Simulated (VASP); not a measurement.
Here is a VASP 6.6.1 calculation.

Contents of INCAR:

```
SYSTEM = TiSnTe3
  ALGO = Normal
  EDIFF = 1E-6
  ENCUT = 500
  GGA = PE
  GGA_COMPAT = .False.
  ISIF = 2
  ISMEAR = 0
  LASPH = .True.
  LCHARG = .True.
  LELF = .True.
  LREAL = .False.
  LVHAR = .True.
  LWAVE = .False.
  NBANDS = 30
  NELM = 120
  PREC = Accurate
  SIGMA = 0.1
```

The input KPOINTS:

```
k-points
0
Gamma
  6 6 6
  0 0 0
```

File POSCAR:

```
TiSnTe3
1.0
    3.8005892849      2.1942712467      3.1119226048
   -3.8005892849      2.1942712467      3.1119226048
    0.0000000000     -4.3885424934      3.1119226048
Ti Sn Te
1 1 3
Direct
    0.5000000000      0.5000000000      0.5000000000
    0.0000000000      0.0000000000      0.0000000000
    0.5000000000      0.5000000000      0.0000000000
    0.0000000000      0.5000000000      0.5000000000
    0.5000000000      0.0000000000      0.5000000000
```

Potentials or basis: VASP PAW PBE potentials, release 64 (Ti_sv, Sn_d, Te).

Launch:

```sh
$ cat potpaw_PBE.64/Ti_sv/POTCAR potpaw_PBE.64/Sn_d/POTCAR potpaw_PBE.64/Te/POTCAR > POTCAR
$ mpirun -np 1 vasp_std > vasp.out
```

(1) What does it give for the pressure?

(2) What does it give for the band gap on the k mesh?

Results:

(1) 0.0 GPa.

(2) zero (bands 22 and 23 overlap by 0.77 eV).

Caveat: spin-orbit coupling is left out, which moves the levels of the heavy elements.
